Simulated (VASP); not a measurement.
# NbSi15O32 (a cell with a defect) in VASP: single point with PBE

Aim: the single point of NbSi15O32 (a cell with a defect) with PBE.

Program: VASP 6.6.1. These are calculated values, not measurements. Logs are shortened: lines on timing, memory, paths and dates and some standing lists are left out, and cuts for length are marked.

### Step 1. The cell of the first run

The cell holds a defect, 48 atoms: a = 9.906 Å, b = 9.906 Å, c = 9.906 Å, α = 119.61°, β = 119.61°, γ = 90.68°.

### Step 2. Single point, PBE

Input file INCAR:

```
  PREC = Accurate
  ENCUT = 520
  EDIFF = 1E-7
  ISMEAR = -1
  SIGMA = 0.01
  LREAL = Auto
  LASPH = True
  NELM = 100
  ALGO = Normal
  ISIF = 2
  LWAVE = False
  LCHARG = False
  GGA = PE
  NELECT = 264.0
  NBANDS = 162
```

Input file KPOINTS:

```
regular mesh
0
Gamma
  3 3 3
```

Input file POSCAR:

```
NbSi15O32
1.0
   -4.9820000000      4.9820000000      6.9630000000
    4.9820000000     -4.9820000000      6.9630000000
    4.9820000000      4.9820000000     -6.9630000000
Nb Si O
1 15 32
Direct
    0.1494850000      0.1494850000      0.2989700000
    0.6494850000      0.6494850000      0.2989700000
    0.6494850000      0.1494850000      0.7989700000
    0.1494850000      0.6494850000      0.7989700000
    0.5244850000      0.2255150000      0.5000000000
    0.0244850000      0.7255150000      0.5000000000
    0.0244850000      0.2255150000      0.0000000000
    0.5244850000      0.7255150000      0.0000000000
    0.6005150000      0.6005150000      0.7010300000
    0.1005150000      0.1005150000      0.7010300000
    0.1005150000      0.6005150000      0.2010300000
    0.6005150000      0.1005150000      0.2010300000
    0.4755150000      0.7744850000      0.5000000000
    0.9755150000      0.2744850000      0.5000000000
    0.9755150000      0.7744850000      0.0000000000
    0.4755150000      0.2744850000      0.0000000000
    0.1408000000      0.2090100000      0.1716800000
    0.6408000000      0.7090100000      0.1716800000
    0.6408000000      0.2090100000      0.6716800000
    0.1408000000      0.7090100000      0.6716800000
    0.5840100000      0.4123300000      0.5682100000
    0.0840100000      0.9123300000      0.5682100000
    0.0840100000      0.4123300000      0.0682100000
    0.5840100000      0.9123300000      0.0682100000
    0.7873300000      0.7191200000      0.8283200000
    0.2873300000      0.2191200000      0.8283200000
    0.2873300000      0.7191200000      0.3283200000
    0.7873300000      0.2191200000      0.3283200000
    0.5941200000      0.7658000000      0.4317900000
    0.0941200000      0.2658000000      0.4317900000
    0.0941200000      0.7658000000      0.9317900000
    0.5941200000      0.2658000000      0.9317900000
    0.4842000000      0.6558800000      0.5682100000
    0.9842000000      0.1558800000      0.5682100000
    0.9842000000      0.6558800000      0.0682100000
    0.4842000000      0.1558800000      0.0682100000
    0.5409900000      0.6092000000      0.8283200000
    0.0409900000      0.1092000000      0.8283200000
    0.0409900000      0.6092000000      0.3283200000
    0.5409900000      0.1092000000      0.3283200000
    0.3376700000      0.1659900000      0.4317900000
    0.8376700000      0.6659900000      0.4317900000
    0.8376700000      0.1659900000      0.9317900000
    0.3376700000      0.6659900000      0.9317900000
    0.5308800000      0.4626700000      0.1716800000
    0.0308800000      0.9626700000      0.1716800000
    0.0308800000      0.4626700000      0.6716800000
    0.5308800000      0.9626700000      0.6716800000
```

Potentials or basis: VASP PAW PBE potentials, release 64 (Nb_sv, Si, O).

Run with:

```
cat potpaw_PBE.64/Nb_sv/POTCAR potpaw_PBE.64/Si/POTCAR potpaw_PBE.64/O/POTCAR > POTCAR
mpirun -np 1 vasp_std > vasp.out
```

OUTCAR:

```text
PREC = Accurate
   ENCUT = 520
   EDIFF = 1E-7
   ISMEAR = -1
   LREAL = Auto
   LASPH = True
   NELM = 100
   ISIF = 2
   GGA = PE
   NELECT = 264.0

 ion  position               nearest neighbor table
   1  0.149  0.149  0.299-  46 1.60  17 1.60  41 1.61  30 1.61   7 3.08  15 3.08   5 3.08  14 3.08

   2  0.649  0.649  0.299-  45 1.60  18 1.60  42 1.61  29 1.61   8 3.08  16 3.08   6 3.08  13 3.08

   3  0.649  0.149  0.799-  48 1.60  19 1.60  43 1.61  32 1.61   5 3.08  13 3.08   7 3.08  16 3.08

   4  0.149  0.649  0.799-  47 1.60  20 1.60  44 1.61  31 1.61   6 3.08  14 3.08   8 3.08  15 3.08

   5  0.524  0.226  0.500-  21 1.60  41 1.60  40 1.61  19 1.61   3 3.08  12 3.08   9 3.08   1 3.08

   6  0.024  0.726  0.500-  22 1.60  42 1.60  39 1.61  20 1.61   4 3.08  11 3.08  10 3.08   2 3.08

   7  0.024  0.226  0.000-  23 1.60  43 1.60  38 1.61  17 1.61   1 3.08  10 3.08   3 3.08  11 3.08

   8  0.524  0.726  0.000-  24 1.60  44 1.60  37 1.61  18 1.61   2 3.08   9 3.08   4 3.08  12 3.08

   9  0.601  0.601  0.701-  25 1.60  37 1.60  33 1.61  21 1.61   8 3.08  15 3.08   5 3.08  13 3.08

  10  0.101  0.101  0.701-  26 1.60  38 1.60  34 1.61  22 1.61   7 3.08  16 3.08   6 3.08  14 3.08

  11  0.101  0.601  0.201-  27 1.60  39 1.60  35 1.61  23 1.61   6 3.08  13 3.08   7 3.08  15 3.08

  12  0.601  0.101  0.201-  28 1.60  40 1.60  36 1.61  24 1.61   5 3.08  14 3.08   8 3.08  16 3.08

  13  0.476  0.774  0.500-  29 1.60  33 1.60  27 1.61  48 1.61   3 3.08  11 3.08   9 3.08   2 3.08

  14  0.976  0.274  0.500-  30 1.60  34 1.60  28 1.61  47 1.61   4 3.08  12 3.08  10 3.08   1 3.08

  15  0.976  0.774  0.000-  31 1.60  35 1.60  25 1.61  46 1.61   1 3.08   9 3.08   4 3.08  11 3.08

  16  0.476  0.274  0.000-  32 1.60  36 1.60  26 1.61  45 1.61   2 3.08  10 3.08   3 3.08  12 3.08

  17  0.141  0.209  0.172-   1 1.60   7 1.61
  18  0.641  0.709  0.172-   2 1.60   8 1.61
  19  0.641  0.209  0.672-   3 1.60   5 1.61
  20  0.141  0.709  0.672-   4 1.60   6 1.61
  21  0.584  0.412  0.568-   5 1.60   9 1.61
  22  0.084  0.912  0.568-   6 1.60  10 1.61
[... 24 lines left out ...]
  47  0.031  0.463  0.672-   4 1.60  14 1.61
  48  0.531  0.963  0.672-   3 1.60  13 1.61

  LATTYP: Found a body centered tetragonal cell.
 ALAT       =     9.9640000000
 C/A-ratio  =     1.3976314733

  Lattice vectors:

 A1 = (  -4.9820000000,   4.9820000000,   6.9630000000)
 A2 = (   4.9820000000,  -4.9820000000,   6.9630000000)
 A3 = (   4.9820000000,   4.9820000000,  -6.9630000000)

Analysis of symmetry for initial positions (statically):
=====================================================================
 Subroutine PRICEL returns:
 Original cell was already a primitive cell.

 Routine SETGRP: Setting up the symmetry group for a
 body centered tetragonal supercell.

 Subroutine GETGRP returns: Found  2 space group operations
 (whereof  2 operations were pure point group operations)
 out of a pool of 16 trial point group operations.

The static configuration has the point symmetry C_2 .

Analysis of symmetry for dynamics (positions and initial velocities):
=====================================================================
 Subroutine PRICEL returns:
 Original cell was already a primitive cell.

 Routine SETGRP: Setting up the symmetry group for a
 body centered tetragonal supercell.

 Subroutine GETGRP returns: Found  2 space group operations
 (whereof  2 operations were pure point group operations)
 out of a pool of 16 trial point group operations.

The dynamic configuration has the point symmetry C_2 .

 Subroutine INISYM returns: Found  2 space group operations
 (whereof  2 operations are pure point group operations),
 and found     1 'primitive' translations

----------------------------------------------------------------------------------------

                                     Primitive cell

  volume of cell :     691.2957

  direct lattice vectors                    reciprocal lattice vectors
    -4.982000000  4.982000000  6.963000000     0.000000000  0.100361301  0.071808129
     4.982000000 -4.982000000  6.963000000     0.100361301  0.000000000  0.071808129
     4.982000000  4.982000000 -6.963000000     0.100361301  0.100361301  0.000000000

  length of vectors
     9.905756761  9.905756761  9.905756761     0.123405016  0.123405016  0.141932313

  position of ions in fractional coordinates (direct lattice)
     0.149485000  0.149485000  0.298970000
     0.649485000  0.649485000  0.298970000
     0.649485000  0.149485000  0.798970000
     0.149485000  0.649485000  0.798970000
     0.524485000  0.225515000  0.500000000
     0.024485000  0.725515000  0.500000000
[... 40 lines left out ...]
     0.030880000  0.462670000  0.671680000
     0.530880000  0.962670000  0.671680000

  ion indices of the primitive-cell ions
   primitive index   ion index
                 1           1
                 2           2
                 3           3
                 4           4
                 5           5
                 6           6
[... 40 lines left out ...]
                47          47
                48          48

----------------------------------------------------------------------------------------

 KPOINTS: regular mesh

Automatic generation of k-mesh.
 Grid dimensions read from file:
 generate k-points for:    3    3    3

 Generating k-lattice:

  Cartesian coordinates                     Fractional coordinates (reciprocal lattice)
     0.000000000  0.033453767  0.023936043     0.333333333  0.000000000  0.000000000
     0.033453767  0.000000000  0.023936043     0.000000000  0.333333333  0.000000000
     0.033453767  0.033453767  0.000000000     0.000000000  0.000000000  0.333333333

  Length of vectors
     0.041135005  0.041135005  0.047310771

  Shift w.r.t. Gamma in fractional coordinates (k-lattice)
     0.000000000  0.000000000  0.000000000

 Subroutine IBZKPT returns following result:
 ===========================================

 Found     10 irreducible k-points:

 Following reciprocal coordinates:
            Coordinates               Weight
  0.000000  0.000000  0.000000      1.000000
  0.333333  0.000000  0.000000      4.000000
  0.000000  0.333333  0.000000      4.000000
  0.333333  0.333333  0.000000      4.000000
  0.000000 -0.333333 -0.333333      2.000000
 -0.333333  0.000000 -0.333333      2.000000
 -0.333333  0.333333  0.000000      2.000000
  0.000000  0.000000 -0.333333      2.000000
 -0.333333  0.333333  0.333333      4.000000
 -0.333333 -0.333333  0.333333      2.000000
   k-points           NKPTS =     10   k-points in BZ     NKDIM =     10   number of bands    NBANDS=    162
   number of dos      NEDOS =    301   number of ions     NIONS =     48
   total plane-waves  NPLWV = 512000
   dimension x,y,z NGX =    80 NGY =   80 NGZ =   80
   dimension x,y,z NGXF=   160 NGYF=  160 NGZF=  160
   ions per type =               1  15  32
   NGX,Y,Z   is equivalent  to a cutoff of  13.43, 13.43, 13.43 a.u.
   NGXF,Y,Z  is equivalent  to a cutoff of  26.85, 26.85, 26.85 a.u.
 SYSTEM =  unknown system
   PREC   = accura    normal or accurate (medium, high low for compatibility)
   ISTART =      0    job   : 0-new  1-cont  2-samecut
   ICHARG =      2    charge: 1-file 2-atom 10-const
   ISPIN  =      1    spin polarized calculation?
   LNONCOLLINEAR =      F non collinear calculations
   LSORBIT =      F    spin-orbit coupling
   LASPH  =      T    aspherical Exc in radial PAW
   ENCUT  =  520.0 eV  38.22 Ry    6.18 a.u.  18.42 18.42 18.42*2*pi/ulx,y,z
   NELM   =    100;   NELMIN=  2; NELMDL= -5     # of ELM steps
   EDIFF  = 0.1E-06   stopping-criterion for ELM
   LREAL  =      T    real-space projection
   EDIFFG = 0.1E-05   stopping-criterion for IOM
   NSW    =      0    number of steps for IOM
   IBRION =     -1    ionic relax: 0-MD 1-quasi-New 2-CG
   NFREE  =      0    steps in history (QN), initial steepest desc. (CG)
   ISIF   =      2    stress and relaxation
   ISYM   =      2    0-nonsym 1-usesym 2-fastsym
   POTIM  = 0.5000    time-step for ionic-motion
   TEBEG  =    0.0;   TEEND  =   0.0 temperature during run
   PSTRESS=    0.0 pullay stress
   NELECT =     264.0000    total number of electrons
   NUPDOWN=      -1.0000    fix difference up-down
   EMIN   =  10.00;   EMAX   =-10.00  energy-range for DOS
   EFERMI =   0.00;   METHOD = LEGACY
   ISMEAR =    -1;   SIGMA  =   0.01  broadening in eV -4-tet -1-fermi 0-gaus
   EFERMI_NEDOS =   21; number of points for ismear=-14 and -15
   IALGO  =     38    algorithm
   IMIX   =      4    mixing-type and parameters
     AMIX     =   0.40;   BMIX     =  1.00
     AMIX_MAG =   1.60;   BMIX_MAG =  1.00
  volume/ion in A,a.u.               =      14.40        97.19
  Fermi-wavevector in a.u.,A,eV,Ry     =   1.187740  2.244504 19.194110  1.410727
  Thomas-Fermi vector in A             =   2.323885
   LORBIT       =      0    0 simple, 1 ext, 2 COOP (PROOUT), +10 PAW based schemes
   GGA     = PE    functional components
   LHFCALC =     F    Hartree Fock is set to
   AEXX    =    0.0000 exact exchange contribution
   IVDW    =     0    specifies the selected vdW correction
   LEPSILON=     F    determine dielectric tensor
   LRPA    =     F    only Hartree local field effects (RPA)
 non-spin polarized calculation
  energy-cutoff  :      520.00
  volume of cell :      691.30
 maximum number of plane-waves:     18666
 NGX is ok and might be reduce to    80
   NGX = 37   NGY = 37   NGZ = 37

 number of electron     264.0000000 magnetization

 Free energy of the ion-electron system (eV)
  ---------------------------------------------------
  ext. energy  EPLUGINS =         0.00000000
  ---------------------------------------------------
  free energy    TOTEN  =      -378.83431394 eV

  energy without entropy =     -378.83431394  energy(sigma->0) =     -378.83431394

 E-fermi :   0.7882     XC(G=0):  -8.4010

 val. band max:        0.4584273173   @ k =   0.0000   0.0000   0.0000
 cond. band min:       5.8880442475   @ k =   0.0000   0.0000   0.0000
 fundamental gap:      5.4296169302
 Fermi energy:         0.7881909463

 k-point     1 :       0.0000    0.0000    0.0000
  band No.  band energies     occupation
      1     -53.6175      2.00000
      2     -31.2974      2.00000
      3     -31.1576      2.00000
      4     -31.1431      2.00000
      5     -19.2805      2.00000
      6     -18.8175      2.00000
[... 1459 lines left out ...]
    143       8.4286      0.00000
    144       9.2204      0.00000
 [bands above 144 left out]

------------------------ aborting loop because EDIFF is reached ----------------------------------------

  FORCE on cell =-STRESS in cart. coord.  units (eV):
  Direction    XX          YY          ZZ          XY          YZ          ZX
  --------------------------------------------------------------------------------------
  -------------------------------------------------------------------------------------
  Total       55.6078486     55.6078486     59.6276994     -0.0081001      0.6037980     -0.6038020
  in kB      128.8792033    128.8792033    138.1957869     -0.0187732      1.3993890     -1.3993982
  external PRESSURE =     131.9847312 kB  Pullay stress =       0.0000000 kB

 VOLUME and BASIS-vectors are now :
 -----------------------------------------------------------------------------
  energy-cutoff  :      520.00
  volume of cell :      691.30
      direct lattice vectors                 reciprocal lattice vectors
    -4.982000000  4.982000000  6.963000000     0.000000000  0.100361301  0.071808129
     4.982000000 -4.982000000  6.963000000     0.100361301  0.000000000  0.071808129
     4.982000000  4.982000000 -6.963000000     0.100361301  0.100361301  0.000000000

 POSITION                                       TOTAL-FORCE (eV/Angst)
 -----------------------------------------------------------------------------------
      1.48947      1.48947      0.00000         0.257111      0.257111     -0.000000
      1.48947      1.48947      6.96300         0.108596      0.108596      0.000000
      1.48947      6.47147      0.00000         0.254979     -0.104033     -0.437340
      6.47147      1.48947      0.00000        -0.104033      0.254979      0.437340
      1.00153      3.98047      1.74075        -0.609751      2.330697      1.776888
      5.98353     -1.00153      1.74075        -0.050436     -0.052519     -0.165918
[... 40 lines left out ...]
      5.49749      1.19513     -1.24032        -0.196676     -0.079195     -0.415495
      5.49749      1.19513      5.72268         0.205194     -0.069306     -0.263447
 -----------------------------------------------------------------------------------
    total drift:                               -0.001902     -0.001893      0.000001

  FREE ENERGIE OF THE ION-ELECTRON SYSTEM (eV)
  ---------------------------------------------------
  free  energy   TOTEN  =      -378.8343139414 eV

  energy  without entropy=     -378.8343139414  energy(sigma->0) =     -378.83431394
```

It took 60 min on 1 thread of Intel Xeon Platinum 8375C at 2.90GHz (Ice Lake), shared host; peak memory 1.4 GiB.

Results:

* Free energy: -378.8343 eV
* Largest force: 14.745 eV/Å

Forces in eV/Å, atoms in the order of the input:
```
Nb    0.257   0.257   0.000
Si    0.109   0.109   0.000
Si    0.255  -0.104  -0.437
Si   -0.104   0.255   0.437
Si   -0.610   2.331   1.777
Si   -0.050  -0.053  -0.166
Si   -0.564  -2.379   1.529
Si   -0.010   0.338  -0.137
Si    0.303  -0.360   0.062
Si   -0.360   0.303  -0.062
Si    0.134   0.134   0.000
Si   -0.520  -0.520   0.000
Si   -0.053  -0.050   0.166
Si    2.331  -0.610  -1.777
Si   -2.379  -0.564  -1.529
Si    0.338  -0.010   0.137
O    -2.819  -8.604  11.637
O    -0.098   0.001   0.475
O    -0.079  -0.197   0.415
O    -0.069   0.205   0.263
O    -0.370  -0.276  -0.111
O     0.027  -0.154   0.541
O    -0.297   0.148   0.050
O     0.032  -0.037   0.507
O     0.301   0.248   0.686
O     0.018  -0.328   0.347
O     0.102  -0.273   0.349
O    -0.101   0.357   0.796
O     0.205   0.065   0.326
O    13.600  -1.680  -3.865
O     0.935   0.042   0.244
O    -0.076   0.094   0.496
O    -0.154   0.027  -0.541
O    -0.276  -0.370   0.111
O     0.148  -0.297  -0.050
O    -0.037   0.032  -0.507
O    -0.328   0.018  -0.347
O     0.248   0.301  -0.686
O    -0.273   0.102  -0.349
O     0.357  -0.101  -0.796
O    -1.680  13.600   3.865
O     0.065   0.205  -0.326
O     0.042   0.935  -0.244
O     0.094  -0.076  -0.496
O     0.001  -0.098  -0.475
O    -8.604  -2.819 -11.637
O    -0.197  -0.079  -0.415
O     0.205  -0.069  -0.263
```

Levels at points of the mesh, in eV from the Fermi level:
```
           k point  band 128  band 129  band 130  band 131  band 132  band 133  band 134  band 135  band 136  band 137
(0.00, 0.00, 0.00)     -0.74     -0.61     -0.49     -0.49     -0.33      5.10      5.42      5.51      7.03      7.11
```

Caveat: the cell carries a net charge on a neutralising background, which shifts energy and pressure; the cell is charged against a uniform background, so pressure and absolute levels hang on convention.
